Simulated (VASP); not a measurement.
# Pb (C2/m) in VASP: single point with PBE

Aim: the single point of Pb with PBE.

Program: VASP 6.6.1. These are calculated values, not measurements. Logs are shortened: lines on timing, memory, paths and dates and some standing lists are left out, and cuts for length are marked.

**1. The cell of the first run**

It takes space group C2/m (No. 12, monoclinic). The conventional cell has a = 6.458 Å, b = 3.720 Å, c = 6.856 Å, α = 90.00°, β = 109.14°, γ = 90.00°. Within 4.7 Å of Pb (site symmetry m) lie 10 Pb at 3.55 to 3.73 Å.

**2. Single point, PBE**

File INCAR:

```
SYSTEM = Pb
ALGO = Fast
EDIFF = 1E-6
ENCUT = 520
GGA = PE
ISIF = 2
ISMEAR = 0
LASPH = .TRUE.
LCHARG = .FALSE.
LREAL = .FALSE.
LWAVE = .FALSE.
NBANDS = 21
NELM = 80
PREC = Accurate
SIGMA = 0.05
```

File KPOINTS:

```
k-points
0
G
  12 12 6
  0 0 0
```

File POSCAR:

```
Pb
1.0
    3.2290015687     -1.8599925043      0.0000000000
    3.2290015687      1.8599925043      0.0000000000
   -2.2480144995      0.0000000000      6.4771429364
Pb
2
Direct
    0.0914915900      0.0914915900      0.2737078000
    0.9085084100      0.9085084100      0.7262922000
```

Potentials or basis: VASP PAW PBE potentials, release 64 (Pb_d).

Started as:

```console
$ cat potpaw_PBE.64/Pb_d/POTCAR > POTCAR
$ mpirun -np 1 vasp_std > vasp.out
```

OUTCAR:

```text
SYSTEM = Pb
   EDIFF = 1E-6
   ENCUT = 520
   GGA = PE
   ISIF = 2
   ISMEAR = 0
   LASPH = .TRUE.
   LREAL = .FALSE.
   NELM = 80
   PREC = Accurate

 ion  position               nearest neighbor table
   1  0.091  0.091  0.274-   2 3.55   2 3.62   2 3.62   2 3.66
   2  0.909  0.909  0.726-   1 3.55   1 3.62   1 3.62   1 3.66

  LATTYP: Found a base centered monoclinic cell.
 ALAT       =     6.4580031374
 B/A-ratio  =     0.5760271294
 C/A-ratio  =     1.0616534713
 COS(beta)  =    -0.3278823751

  Lattice vectors:

 A1 = (   3.2290015687,  -1.8599925043,   0.0000000000)
 A2 = (   3.2290015687,   1.8599925043,   0.0000000000)
 A3 = (  -2.2480144995,   0.0000000000,   6.4771429364)

Analysis of symmetry for initial positions (statically):
=====================================================================
 Subroutine PRICEL returns:
 Original cell was already a primitive cell.

 Routine SETGRP: Setting up the symmetry group for a
 base centered monoclinic supercell.

 Subroutine GETGRP returns: Found  4 space group operations
 (whereof  4 operations were pure point group operations)
 out of a pool of  4 trial point group operations.

The static configuration has the point symmetry C_2h.

Analysis of symmetry for dynamics (positions and initial velocities):
=====================================================================
 Subroutine PRICEL returns:
 Original cell was already a primitive cell.

 Routine SETGRP: Setting up the symmetry group for a
 base centered monoclinic supercell.

 Subroutine GETGRP returns: Found  4 space group operations
 (whereof  4 operations were pure point group operations)
 out of a pool of  4 trial point group operations.

The dynamic configuration has the point symmetry C_2h.

 Subroutine INISYM returns: Found  4 space group operations
 (whereof  4 operations are pure point group operations),
 and found     1 'primitive' translations

----------------------------------------------------------------------------------------

                                     Primitive cell

  volume of cell :      77.8024

  direct lattice vectors                    reciprocal lattice vectors
     3.229001569 -1.859992504  0.000000000     0.154846627 -0.268818288  0.053742439
     3.229001569  1.859992504  0.000000000     0.154846627  0.268818288  0.053742439
    -2.248014499  0.000000000  6.477142936     0.000000000  0.000000000  0.154389059

  length of vectors
     3.726395476  3.726395476  6.856161449     0.314847581  0.314847581  0.154389059

  position of ions in fractional coordinates (direct lattice)
     0.091491590  0.091491590  0.273707800
     0.908508410  0.908508410  0.726292200

  ion indices of the primitive-cell ions
   primitive index   ion index
                 1           1
                 2           2

----------------------------------------------------------------------------------------

 KPOINTS: k-points

Automatic generation of k-mesh.
 Grid dimensions read from file:
 generate k-points for:   12   12    6

 Generating k-lattice:

  Cartesian coordinates                     Fractional coordinates (reciprocal lattice)
     0.012903886 -0.022401524  0.004478537     0.083333333  0.000000000  0.000000000
     0.012903886  0.022401524  0.004478537     0.000000000  0.083333333  0.000000000
     0.000000000  0.000000000  0.025731510     0.000000000  0.000000000  0.166666667

  Length of vectors
     0.026237298  0.026237298  0.025731510

  Shift w.r.t. Gamma in fractional coordinates (k-lattice)
     0.000000000  0.000000000  0.000000000

 Subroutine IBZKPT returns following result:
 ===========================================

 Found    242 irreducible k-points:

 Following reciprocal coordinates:
            Coordinates               Weight
  0.000000  0.000000  0.000000      1.000000
  0.083333 -0.000000  0.000000      4.000000
  0.166667 -0.000000  0.000000      4.000000
  0.250000 -0.000000 -0.000000      4.000000
  0.333333 -0.000000 -0.000000      4.000000
  0.416667  0.000000 -0.000000      4.000000
[... 16 lines left out ...]
  0.500000  0.166667 -0.000000      4.000000
 -0.416667  0.166667  0.000000      4.000000
 [... further k-points ...]
   k-points           NKPTS =    242   k-points in BZ     NKDIM =    242   number of bands    NBANDS=     21
   number of dos      NEDOS =    301   number of ions     NIONS =      2
   total plane-waves  NPLWV =  42336
   dimension x,y,z NGX =    28 NGY =   28 NGZ =   54
   dimension x,y,z NGXF=    56 NGYF=   56 NGZF=  108
   ions per type =               2
   NGX,Y,Z   is equivalent  to a cutoff of  12.49, 12.49, 13.09 a.u.
   NGXF,Y,Z  is equivalent  to a cutoff of  24.98, 24.98, 26.19 a.u.
 SYSTEM =  Pb
   PREC   = accura    normal or accurate (medium, high low for compatibility)
   ISTART =      0    job   : 0-new  1-cont  2-samecut
   ICHARG =      2    charge: 1-file 2-atom 10-const
   ISPIN  =      1    spin polarized calculation?
   LNONCOLLINEAR =      F non collinear calculations
   LSORBIT =      F    spin-orbit coupling
   LASPH  =      T    aspherical Exc in radial PAW
   ENCUT  =  520.0 eV  38.22 Ry    6.18 a.u.   6.93  6.93 12.75*2*pi/ulx,y,z
   NELM   =     80;   NELMIN=  2; NELMDL= -5     # of ELM steps
   EDIFF  = 0.1E-05   stopping-criterion for ELM
   LREAL  =      F    real-space projection
   EDIFFG = 0.1E-04   stopping-criterion for IOM
   NSW    =      0    number of steps for IOM
   IBRION =     -1    ionic relax: 0-MD 1-quasi-New 2-CG
   NFREE  =      0    steps in history (QN), initial steepest desc. (CG)
   ISIF   =      2    stress and relaxation
   ISYM   =      2    0-nonsym 1-usesym 2-fastsym
   POTIM  = 0.5000    time-step for ionic-motion
   TEBEG  =    0.0;   TEEND  =   0.0 temperature during run
   PSTRESS=    0.0 pullay stress
   NELECT =      28.0000    total number of electrons
   NUPDOWN=      -1.0000    fix difference up-down
   EMIN   =  10.00;   EMAX   =-10.00  energy-range for DOS
   EFERMI =   0.00;   METHOD = LEGACY
   ISMEAR =     0;   SIGMA  =   0.05  broadening in eV -4-tet -1-fermi 0-gaus
   EFERMI_NEDOS =   21; number of points for ismear=-14 and -15
   IALGO  =     68    algorithm
   IMIX   =      4    mixing-type and parameters
     AMIX     =   0.40;   BMIX     =  1.00
     AMIX_MAG =   1.60;   BMIX_MAG =  1.00
  volume/ion in A,a.u.               =      38.90       262.52
  Fermi-wavevector in a.u.,A,eV,Ry     =   1.164474  2.200537 18.449502  1.356000
  Thomas-Fermi vector in A             =   2.301012
   LORBIT       =      0    0 simple, 1 ext, 2 COOP (PROOUT), +10 PAW based schemes
   GGA     = PE    functional components
   LHFCALC =     F    Hartree Fock is set to
   AEXX    =    0.0000 exact exchange contribution
   IVDW    =     0    specifies the selected vdW correction
   LEPSILON=     F    determine dielectric tensor
   LRPA    =     F    only Hartree local field effects (RPA)
 non-spin polarized calculation
 RMM-DIIS sequential band-by-band and
 Gauss-broadening in eV      SIGMA  =   0.05
  energy-cutoff  :      520.00
  volume of cell :       77.80
 maximum number of plane-waves:      2117
   NGX = 13   NGY = 13   NGZ = 25

 number of electron      28.0000000 magnetization

 Free energy of the ion-electron system (eV)
  ---------------------------------------------------
  ext. energy  EPLUGINS =         0.00000000
  ---------------------------------------------------
  free energy    TOTEN  =        -6.83209415 eV

  energy without entropy =       -6.83062113  energy(sigma->0) =       -6.83135764

 E-fermi :   4.8064     XC(G=0):  -9.0000

 val. band max:        4.8041125550   @ k =  -0.4167   0.0000   0.3333
 cond. band min:       4.8081029052   @ k =  -0.0833   0.5000   0.1667
 fundamental gap:      0.0039903502
 Fermi energy:         4.8063749331

 k-point     1 :       0.0000    0.0000    0.0000
  band No.  band energies     occupation
      1     -12.2540      2.00000
      2     -12.1937      2.00000
      3     -12.1930      2.00000
      4     -12.1915      2.00000
      5     -12.1915      2.00000
      6     -12.1607      2.00000
[... 13 lines left out ...]
     20      13.1709      0.00000
     21      14.1715      0.00000

 k-point     2 :       0.0833   -0.0000    0.0000
  band No.  band energies     occupation
      1     -12.2503      2.00000
      2     -12.1957      2.00000
      3     -12.1933      2.00000
      4     -12.1853      2.00000
      5     -12.1832      2.00000
      6     -12.1533      2.00000
[... 13 lines left out ...]
     20      13.4153      0.00000
     21      13.9263      0.00000

 k-point     3 :       0.1667   -0.0000    0.0000
  band No.  band energies     occupation
      1     -12.2419      2.00000
      2     -12.2043      2.00000
      3     -12.1979      2.00000
      4     -12.1642      2.00000
      5     -12.1595      2.00000
      6     -12.1491      2.00000
[... 13 lines left out ...]
     20      12.7950      0.00000
     21      14.1157      0.00000

 k-point     4 :       0.2500   -0.0000   -0.0000
  band No.  band energies     occupation
      1     -12.2377      2.00000
      2     -12.2141      2.00000
      3     -12.2016      2.00000
      4     -12.1700      2.00000
      5     -12.1468      2.00000
      6     -12.1280      2.00000
[... 13 lines left out ...]
     20      12.0931      0.00000
     21      13.1663      0.00000

 k-point     5 :       0.3333   -0.0000   -0.0000
  band No.  band energies     occupation
      1     -12.2443      2.00000
      2     -12.2224      2.00000
      3     -12.2051      2.00000
      4     -12.1881      2.00000
      5     -12.1463      2.00000
      6     -12.1009      2.00000
[... 13 lines left out ...]
     20      11.6900      0.00000
     21      12.4342      0.00000

 k-point     6 :       0.4167    0.0000   -0.0000
  band No.  band energies     occupation
      1     -12.2528      2.00000
      2     -12.2280      2.00000
      3     -12.2187      2.00000
      4     -12.1899      2.00000
      5     -12.1494      2.00000
      6     -12.0929      2.00000
[... 13 lines left out ...]
     20      11.4845      0.00000
     21      12.2087      0.00000

 k-point     7 :       0.5000   -0.0000   -0.0000
  band No.  band energies     occupation
      1     -12.2563      2.00000
      2     -12.2286      2.00000
      3     -12.2265      2.00000
      4     -12.1896      2.00000
      5     -12.1508      2.00000
      6     -12.0915      2.00000
[... 13 lines left out ...]
     20      11.4114      0.00000
     21      12.1820      0.00000
[... 291 lines left out ...]
      1     -12.2458      2.00000
      2     -12.1965      2.00000
      3     -12.1960      2.00000
      4     -12.1634      2.00000
      5     -12.1515      2.00000
      6     -12.1394      2.00000
[... 13 lines left out ...]
     20      13.4848      0.00000
     21      14.1764      0.00000

 k-point    21 :       0.3333    0.1667    0.0000
  band No.  band energies     occupation
      1     -12.2333      2.00000
      2     -12.2036      2.00000
      3     -12.1963      2.00000
      4     -12.1720      2.00000
      5     -12.1441      2.00000
      6     -12.1381      2.00000
[... 13 lines left out ...]
     20      13.6489      0.00000
     21      13.9813      0.00000

 k-point    22 :       0.4167    0.1667   -0.0000
  band No.  band energies     occupation
      1     -12.2217      2.00000
      2     -12.2128      2.00000
      3     -12.2014      2.00000
      4     -12.1792      2.00000
      5     -12.1483      2.00000
      6     -12.1254      2.00000
[... 13 lines left out ...]
     20      13.6491      0.00000
     21      13.9086      0.00000

 k-point    23 :       0.5000    0.1667   -0.0000
  band No.  band energies     occupation
      1     -12.2313      2.00000
      2     -12.2101      2.00000
      3     -12.2025      2.00000
      4     -12.1789      2.00000
      5     -12.1539      2.00000
      6     -12.1130      2.00000
[... 13 lines left out ...]
     20      13.5207      0.00000
     21      13.6276      0.00000

 k-point    24 :      -0.4167    0.1667    0.0000
  band No.  band energies     occupation
      1     -12.2369      2.00000
      2     -12.2116      2.00000
      3     -12.1986      2.00000
      4     -12.1769      2.00000
      5     -12.1577      2.00000
      6     -12.1030      2.00000
[... 13 lines left out ...]
     20      13.4583      0.00000
     21      13.5925      0.00000

 [... further k-points ...]

------------------------ aborting loop because EDIFF is reached ----------------------------------------

  FORCE on cell =-STRESS in cart. coord.  units (eV):
  Direction    XX          YY          ZZ          XY          YZ          ZX
  --------------------------------------------------------------------------------------
  -------------------------------------------------------------------------------------
  Total       -2.0224969     -2.0497118     -1.8542810      0.0000000      0.0000000      0.0020196
  in kB      -41.6490911    -42.2095244    -38.1850357      0.0000000      0.0000000      0.0415900
  external PRESSURE =     -40.6812171 kB  Pullay stress =       0.0000000 kB

 VOLUME and BASIS-vectors are now :
 -----------------------------------------------------------------------------
  energy-cutoff  :      520.00
  volume of cell :       77.80
      direct lattice vectors                 reciprocal lattice vectors
     3.229001569 -1.859992504  0.000000000     0.154846627 -0.268818288  0.053742439
     3.229001569  1.859992504  0.000000000     0.154846627  0.268818288  0.053742439
    -2.248014499  0.000000000  6.477142936     0.000000000  0.000000000  0.154389059

 POSITION                                       TOTAL-FORCE (eV/Angst)
 -----------------------------------------------------------------------------------
     -0.02445      0.00000      1.77284        -0.016629      0.000000      0.268702
      4.23443      0.00000      4.70430         0.016629      0.000000     -0.268702
 -----------------------------------------------------------------------------------
    total drift:                                0.000000      0.000000     -0.000000

  FREE ENERGIE OF THE ION-ELECTRON SYSTEM (eV)
  ---------------------------------------------------
  free  energy   TOTEN  =        -6.8320941522 eV

  energy  without entropy=       -6.8306211263  energy(sigma->0) =       -6.83135764
```

Wall time 8.6 min (1 thread of Intel Xeon Platinum 8259CL at 2.50GHz (Skylake/Cascade Lake), shared host); peak memory 0.42 GiB.

Results:

| Item | Value |
| --- | --- |
| Free energy | -6.8321 eV |
| Pressure | -4.1 GPa |
| Largest force | 0.269 eV/Å |
| Band gap on the k mesh | zero (bands 14 and 15 overlap by 6.29 eV) |

Forces in eV/Å, atoms in the order of the input:
```
Pb  -0.017  0.000  0.269
Pb   0.017  0.000 -0.269
```

Stress tensor (GPa, compression positive):
```
-4.16  0.00  0.00
 0.00 -4.22  0.00
 0.00  0.00 -3.82
```

Caveat: the cell stands under tension; spin-orbit coupling is left out, which moves the levels of the heavy elements.
